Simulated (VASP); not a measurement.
# Re (P6_3/mmc) in VASP: notebook

Runs on Re. Level: PBE. Tasks: single point.

All numbers are computed with VASP 6.6.1; they aren't measurements. Logs are shortened: lines on timing, memory, paths and dates and some standing lists are left out, and cuts for length are marked.

**1. The cell of the first run**

It takes space group P6_3/mmc (No. 194, hexagonal). The conventional cell has a = 2.777 Å, b = 2.777 Å, c = 4.479 Å, α = 90.00°, β = 90.00°, γ = 120.00°. Re (site symmetry -6m2) has 12 Re at 2.75 to 2.78 Å within 3.6 Å.

**2. Single point, PBE**

INCAR

```
PREC = Accurate ; ENCUT = 520
EDIFF = 1E-6 ; ISMEAR = 1
SIGMA = 0.2 ; LREAL = False
LASPH = True ; NELM = 60
ALGO = Normal ; ISIF = 2
LWAVE = False ; LCHARG = False
GGA = PE ; NBANDS = 14
```

KPOINTS

```
regular mesh
0
Gamma
  13 13 7
```

POSCAR

```
Re
1.0
    2.7768706464      0.0000000000      0.0000000000
   -1.3884353232      2.4048405228      0.0000000000
    0.0000000000      0.0000000000      4.4788142384
Re
2
Direct
    0.3333333333      0.6666666667      0.2500000000
    0.6666666667      0.3333333333      0.7500000000
```

Potentials or basis: VASP PAW PBE potentials, release 64 (Re).

The run is started by

```bash
> cat potpaw_PBE.64/Re/POTCAR > POTCAR
> mpirun -np 1 vasp_std > vasp.out
```

OUTCAR:

```text
PREC = Accurate
   ENCUT = 520
   EDIFF = 1E-6
   ISMEAR = 1
   LREAL = False
   LASPH = True
   NELM = 60
   ISIF = 2
   GGA = PE

 ion  position               nearest neighbor table
   1  0.333  0.667  0.250-   2 2.75   2 2.75   2 2.75   2 2.75   2 2.75   2 2.75
   2  0.667  0.333  0.750-   1 2.75   1 2.75   1 2.75   1 2.75   1 2.75   1 2.75

  LATTYP: Found a hexagonal cell.
 ALAT       =     2.7768706464
 C/A-ratio  =     1.6128998462

  Lattice vectors:

 A1 = (   2.7768706464,   0.0000000000,   0.0000000000)
 A2 = (  -1.3884353232,   2.4048405228,   0.0000000000)
 A3 = (   0.0000000000,   0.0000000000,   4.4788142384)

Analysis of symmetry for initial positions (statically):
=====================================================================
 Subroutine PRICEL returns:
 Original cell was already a primitive cell.

 Routine SETGRP: Setting up the symmetry group for a
 hexagonal supercell.

 Subroutine GETGRP returns: Found 24 space group operations
 (whereof 12 operations were pure point group operations)
 out of a pool of 24 trial point group operations.

The static configuration has the point symmetry D_3d.
 The point group associated with its full space group is D_6h.

Analysis of symmetry for dynamics (positions and initial velocities):
=====================================================================
 Subroutine PRICEL returns:
 Original cell was already a primitive cell.

 Routine SETGRP: Setting up the symmetry group for a
 hexagonal supercell.

 Subroutine GETGRP returns: Found 24 space group operations
 (whereof 12 operations were pure point group operations)
 out of a pool of 24 trial point group operations.

The dynamic configuration has the point symmetry D_3d.
 The point group associated with its full space group is D_6h.

 Subroutine INISYM returns: Found 24 space group operations
 (whereof 12 operations are pure point group operations),
 and found     1 'primitive' translations

----------------------------------------------------------------------------------------

                                     Primitive cell

  volume of cell :      29.9092

  direct lattice vectors                    reciprocal lattice vectors
     2.776870646  0.000000000  0.000000000     0.360117603  0.207913995  0.000000000
    -1.388435323  2.404840523  0.000000000     0.000000000  0.415827990  0.000000000
     0.000000000  0.000000000  4.478814238     0.000000000  0.000000000  0.223273381

  length of vectors
     2.776870646  2.776870646  4.478814238     0.415827990  0.415827990  0.223273381

  position of ions in fractional coordinates (direct lattice)
     0.333333333  0.666666667  0.250000000
     0.666666667  0.333333333  0.750000000

  ion indices of the primitive-cell ions
   primitive index   ion index
                 1           1
                 2           2

----------------------------------------------------------------------------------------

 KPOINTS: regular mesh

Automatic generation of k-mesh.
 Grid dimensions read from file:
 generate k-points for:   13   13    7

 Generating k-lattice:

  Cartesian coordinates                     Fractional coordinates (reciprocal lattice)
     0.027701354  0.015993384  0.000000000     0.076923077  0.000000000  0.000000000
     0.000000000  0.031986768  0.000000000     0.000000000  0.076923077  0.000000000
     0.000000000  0.000000000  0.031896197     0.000000000  0.000000000  0.142857143

  Length of vectors
     0.031986768  0.031986768  0.031896197

  Shift w.r.t. Gamma in fractional coordinates (k-lattice)
     0.000000000  0.000000000  0.000000000

 Subroutine IBZKPT returns following result:
 ===========================================

 Found     84 irreducible k-points:

 Following reciprocal coordinates:
            Coordinates               Weight
  0.000000  0.000000  0.000000      1.000000
  0.076923  0.000000  0.000000      6.000000
  0.153846  0.000000  0.000000      6.000000
  0.230769  0.000000  0.000000      6.000000
  0.307692  0.000000  0.000000      6.000000
  0.384615  0.000000  0.000000      6.000000
[... 16 lines left out ...]
  0.076923  0.000000  0.142857     12.000000
  0.153846  0.000000  0.142857     12.000000
 [... further k-points ...]
   k-points           NKPTS =     84   k-points in BZ     NKDIM =     84   number of bands    NBANDS=     14
   number of dos      NEDOS =    301   number of ions     NIONS =      2
   total plane-waves  NPLWV =  20736
   dimension x,y,z NGX =    24 NGY =   24 NGZ =   36
   dimension x,y,z NGXF=    48 NGYF=   48 NGZF=   72
   ions per type =               2
   NGX,Y,Z   is equivalent  to a cutoff of  14.37, 14.37, 13.36 a.u.
   NGXF,Y,Z  is equivalent  to a cutoff of  28.74, 28.74, 26.73 a.u.
 SYSTEM =  unknown system
   PREC   = accura    normal or accurate (medium, high low for compatibility)
   ISTART =      0    job   : 0-new  1-cont  2-samecut
   ICHARG =      2    charge: 1-file 2-atom 10-const
   ISPIN  =      1    spin polarized calculation?
   LNONCOLLINEAR =      F non collinear calculations
   LSORBIT =      F    spin-orbit coupling
   LASPH  =      T    aspherical Exc in radial PAW
   ENCUT  =  520.0 eV  38.22 Ry    6.18 a.u.   5.16  5.16  8.33*2*pi/ulx,y,z
   NELM   =     60;   NELMIN=  2; NELMDL= -5     # of ELM steps
   EDIFF  = 0.1E-05   stopping-criterion for ELM
   LREAL  =      F    real-space projection
   EDIFFG = 0.1E-04   stopping-criterion for IOM
   NSW    =      0    number of steps for IOM
   IBRION =     -1    ionic relax: 0-MD 1-quasi-New 2-CG
   NFREE  =      0    steps in history (QN), initial steepest desc. (CG)
   ISIF   =      2    stress and relaxation
   ISYM   =      2    0-nonsym 1-usesym 2-fastsym
   POTIM  = 0.5000    time-step for ionic-motion
   TEBEG  =    0.0;   TEEND  =   0.0 temperature during run
   PSTRESS=    0.0 pullay stress
   NELECT =      14.0000    total number of electrons
   NUPDOWN=      -1.0000    fix difference up-down
   EMIN   =  10.00;   EMAX   =-10.00  energy-range for DOS
   EFERMI =   0.00;   METHOD = LEGACY
   ISMEAR =     1;   SIGMA  =   0.20  broadening in eV -4-tet -1-fermi 0-gaus
   EFERMI_NEDOS =   21; number of points for ismear=-14 and -15
   IALGO  =     38    algorithm
   IMIX   =      4    mixing-type and parameters
     AMIX     =   0.40;   BMIX     =  1.00
     AMIX_MAG =   1.60;   BMIX_MAG =  1.00
  volume/ion in A,a.u.               =      14.95       100.92
  Fermi-wavevector in a.u.,A,eV,Ry     =   1.271108  2.402046 21.983151  1.615716
  Thomas-Fermi vector in A             =   2.404059
   LORBIT       =      0    0 simple, 1 ext, 2 COOP (PROOUT), +10 PAW based schemes
   GGA     = PE    functional components
   LHFCALC =     F    Hartree Fock is set to
   AEXX    =    0.0000 exact exchange contribution
   IVDW    =     0    specifies the selected vdW correction
   LEPSILON=     F    determine dielectric tensor
   LRPA    =     F    only Hartree local field effects (RPA)
 non-spin polarized calculation
 Methfessel and Paxton  Order N= 1 SIGMA  =   0.20
  energy-cutoff  :      520.00
  volume of cell :       29.91
 maximum number of plane-waves:       821
 NGX is ok and might be reduce to    24
   NGX = 11   NGY = 11   NGZ = 17

 number of electron      14.0000000 magnetization

 Free energy of the ion-electron system (eV)
  ---------------------------------------------------
  ext. energy  EPLUGINS =         0.00000000
  ---------------------------------------------------
  free energy    TOTEN  =       -24.85063970 eV

  energy without entropy =      -24.85114654  energy(sigma->0) =      -24.85080865

 E-fermi :   7.6681     XC(G=0): -13.6397

 val. band max:        7.6317381980   @ k =   0.1538   0.0769   0.2857
 cond. band min:       7.6836440569   @ k =   0.3846   0.1538   0.2857
 fundamental gap:      0.0519058590
 Fermi energy:         7.6680684421

 k-point     1 :       0.0000    0.0000    0.0000
  band No.  band energies     occupation
      1      -2.0689      2.00000
      2       1.1844      2.00000
      3       6.1493      2.00000
      4       6.1493      2.00000
      5       6.1662      2.00000
      6       6.9677      2.00001
      7       6.9677      2.00001
      8       7.8661     -0.04811
      9       7.8661     -0.04811
     10       8.2847     -0.00012
     11      10.9797     -0.00000
     12      10.9797     -0.00000
     13      17.5053      0.00000
     14      21.8022      0.00000

 k-point     2 :       0.0769    0.0000    0.0000
  band No.  band energies     occupation
      1      -1.8319      2.00000
      2       1.4060      2.00000
      3       5.6393      2.00000
      4       6.3659      2.00000
      5       6.5933      2.00000
      6       6.8115      2.00000
      7       7.1720      2.00253
      8       7.3078      2.02875
      9       7.6867      0.84335
     10       7.8709     -0.05304
     11      11.0999     -0.00000
     12      11.9706      0.00000
     13      17.4887      0.00000
     14      22.3220      0.00000

 k-point     3 :       0.1538    0.0000    0.0000
  band No.  band energies     occupation
      1      -1.1598      2.00000
      2       1.9817      2.00000
      3       5.0508      2.00000
      4       5.9547      2.00000
      5       6.3514      2.00000
      6       7.0012      2.00003
      7       7.2052      2.00509
      8       7.2585      2.01366
      9       7.5428      1.86291
     10       7.7677      0.26180
     11      11.3614     -0.00000
     12      13.7473      0.00000
     13      17.3622      0.00000
     14      23.5665      0.00000
[... 324 lines left out ...]
 k-point    23 :       0.0769    0.0000    0.1429
  band No.  band energies     occupation
      1      -1.5987      2.00000
      2       1.4185      2.00000
      3       5.6334      2.00000
      4       6.2287      2.00000
      5       6.2541      2.00000
      6       6.4073      2.00000
      7       7.0107      2.00003
      8       7.3268      2.03656
      9       8.0614     -0.01777
     10       8.1028     -0.00877
     11      11.0943     -0.00000
     12      11.6957      0.00000
     13      18.4910      0.00000
     14      21.8736      0.00000

 k-point    24 :       0.1538    0.0000    0.1429
  band No.  band energies     occupation
      1      -0.9438      2.00000
      2       2.0158      2.00000
      3       5.0989      2.00000
      4       5.4239      2.00000
      5       6.2103      2.00000
      6       6.6931      2.00000
      7       6.9935      2.00002
      8       7.4943      2.01131
      9       7.9217     -0.07036
     10       8.0730     -0.01475
     11      11.3012     -0.00000
     12      13.0586      0.00000
     13      18.4478      0.00000
     14      23.1671      0.00000

 [... further k-points ...]
[... 5 lines left out ...]
  --------------------------------------------------------------------------------------
  -------------------------------------------------------------------------------------
  Total       -0.1509586     -0.1509586     -0.1502237      0.0000000     -0.0000000     -0.0000000
  in kB       -8.0865531     -8.0865531     -8.0471881      0.0000000     -0.0000000     -0.0000000
  external PRESSURE =      -8.0734315 kB  Pullay stress =       0.0000000 kB

 VOLUME and BASIS-vectors are now :
 -----------------------------------------------------------------------------
  energy-cutoff  :      520.00
  volume of cell :       29.91
      direct lattice vectors                 reciprocal lattice vectors
     2.776870646  0.000000000  0.000000000     0.360117603  0.207913995  0.000000000
    -1.388435323  2.404840523  0.000000000     0.000000000  0.415827990  0.000000000
     0.000000000  0.000000000  4.478814238     0.000000000  0.000000000  0.223273381

 POSITION                                       TOTAL-FORCE (eV/Angst)
 -----------------------------------------------------------------------------------
     -0.00000      1.60323      1.11970        -0.000000     -0.000000      0.000000
      1.38844      0.80161      3.35911         0.000000      0.000000      0.000000
 -----------------------------------------------------------------------------------
    total drift:                               -0.000000      0.000000     -0.000000

  FREE ENERGIE OF THE ION-ELECTRON SYSTEM (eV)
  ---------------------------------------------------
  free  energy   TOTEN  =       -24.8506397017 eV

  energy  without entropy=      -24.8511465383  energy(sigma->0) =      -24.85080865
```

Run time: 27 s. Hardware: 1 thread of AMD EPYC 7R13 (Zen 3), shared host; peak memory 0.14 GiB.

Results:

- Free energy: -24.8506 eV
- Pressure: -0.8 GPa
- Band gap on the k mesh: zero (band 7 reaches 8.84 eV, above the bottom of band 8 at 6.15 eV)

Caveat: spin-orbit coupling is left out, which moves the levels of the heavy elements.

**3. Single point, PBE**

INCAR

```
SYSTEM = Re
PREC = Accurate ; ENCUT = 520
EDIFF = 1E-7 ; ISMEAR = 1
SIGMA = 0.3 ; LREAL = .False.
LASPH = .True. ; NELM = 80
ALGO = Normal ; ISIF = 2
LWAVE = .False. ; LCHARG = .False.
GGA = PE ; NBANDS = 14
```

KPOINTS

```
Automatic mesh
0
Gamma
  13 13 7
  0 0 0
```

POSCAR is that of step 2.

Potentials or basis: VASP PAW PBE potentials, release 64 (Re).

The run is started by

```bash
> cat potpaw_PBE.64/Re/POTCAR > POTCAR
> mpirun -np 1 vasp_std > vasp.out
```

Wall time 31 s (1 thread of AMD EPYC 7R13 (Zen 3), shared host); peak memory 0.14 GiB.

The run converged. Its results:

```yaml
Free_energy: -24.8498 eV
Pressure: -0.8 GPa
Band_gap_on_the_k_mesh: zero (band 7 reaches 8.84 eV, above the bottom of band 8 at 6.14 eV)
```

Stress tensor (GPa, compression positive):
```
-0.82  0.00  0.00
 0.00 -0.82  0.00
 0.00  0.00 -0.66
```

Levels at points of the mesh, in eV from the Fermi level:
```csv
k point,band 3,band 4,band 5,band 6,band 7,band 8,band 9,band 10,band 11,band 12
"(0.00, 0.00, 0.00)",-1.53,-1.53,-1.51,-0.71,-0.71,0.19,0.19,0.61,3.30,3.30
```

Caveat: spin-orbit coupling is left out, which moves the levels of the heavy elements.
